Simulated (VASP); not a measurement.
Wanted: the native input for a VASP 6.6.1 run.

- Task: single point
- Functional: LDA
- Potentials or basis: VASP PAW LDA potentials, release 64 (K_sv, I, Br)
- Cutoff: 520 eV
- k mesh: 6 × 6 × 2
- Occupations: gaussian, width 0.05 eV
- Spin: no spin polarisation
- Dipole correction: no
- Further INCAR settings: ALGO = Normal; EDIFF = 1e-07; NBANDS = 33

The structure of K3I2Br lies in POSCAR:

```
K3I2Br
1.0
    4.7110565424      0.0000000000      0.0000000000
   -2.3555282712      4.0798946443      0.0000000000
    0.0000000000      0.0000000000     12.0308000000
K I Br
3 2 1
Direct
    0.0000000000      0.0000000000      0.5000000000
    0.3333333333      0.6666666667      0.1509313802
    0.6666666667      0.3333333333      0.8490686198
    0.3333333333      0.6666666667      0.6746698719
    0.6666666667      0.3333333333      0.3253301281
    0.0000000000      0.0000000000      0.0000000000
```

One way to write it, as run:

INCAR

```
SYSTEM = K3I2Br
  ALGO = Normal
  EDIFF = 1E-7
  ENCUT = 520
  ISIF = 2
  ISMEAR = 0
  LASPH = .True.
  LCHARG = .True.
  LELF = .True.
  LREAL = .False.
  LVHAR = .True.
  LWAVE = .False.
  NBANDS = 33
  NELM = 100
  PREC = Accurate
  SIGMA = 0.05
```

KPOINTS

```
k-points
0
Gamma
  6 6 2
  0 0 0
```

Potentials or basis: VASP PAW LDA potentials, release 64 (K_sv, I, Br).

Command:

```bash
$ cat potpaw_LDA.64/K_sv/POTCAR potpaw_LDA.64/I/POTCAR potpaw_LDA.64/Br/POTCAR > POTCAR
$ mpirun -np 1 vasp_std > vasp.out
```

It gave:

| Quantity | Value |
| --- | --- |
| Pressure | -0.6 GPa |
| Largest force | 0.004 eV/Å |
| Band gap on the k mesh | 3.58 eV |

Caveat: spin-orbit coupling is left out, which moves the levels of the heavy elements.

It took 53 s on 1 thread of Intel(R) Xeon(R) 6975P-C (Granite Rapids) (shared host), peak memory 0.31 GiB.
